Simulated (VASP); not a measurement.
Runs of VASP 6.6.1 on Mg. The structure is that of space group Fm-3m (No. 225), or close to it. The cells are those of the table. This isn't the form of Mg at room conditions, which is hcp.

```tsv
task	cell	k mesh	cutoff (eV)	gap on the mesh (eV)	pressure (GPa)	relaxed volume (Å³/atom)
relaxation of cell and atoms	relaxed from a = 3.340 Å, angles 60.0°, 1 atom	16 × 16 × 16	600	none	0.0	23.04
single point	a = 3.340 Å, angles 60.0°, 1 atom	6 × 6 × 6	600	none	-4.0	-
single point	a = 3.199 Å, angles 60.0°, 1 atom	16 × 16 × 16	600	none	-0.2	-
relaxation of cell and atoms	relaxed from a = 3.199 Å, angles 60.0°, 1 atom	16 × 16 × 16	600	none	0.0	(a)
single point	a = 3.199 Å, angles 60.0°, 1 atom	16 × 16 × 16	520	none	-0.2	-
```

Alike in all rows: level PBE; potentials or basis VASP PAW PBE potentials, release 64 (Mg); no spin polarisation; smearing gaussian 0.1 eV.

Estimate the missing entries.

(a) 23.07.

Caveats: some runs use coarse meshes.

A gap of «none» marks levels without a gap at the run's occupations.
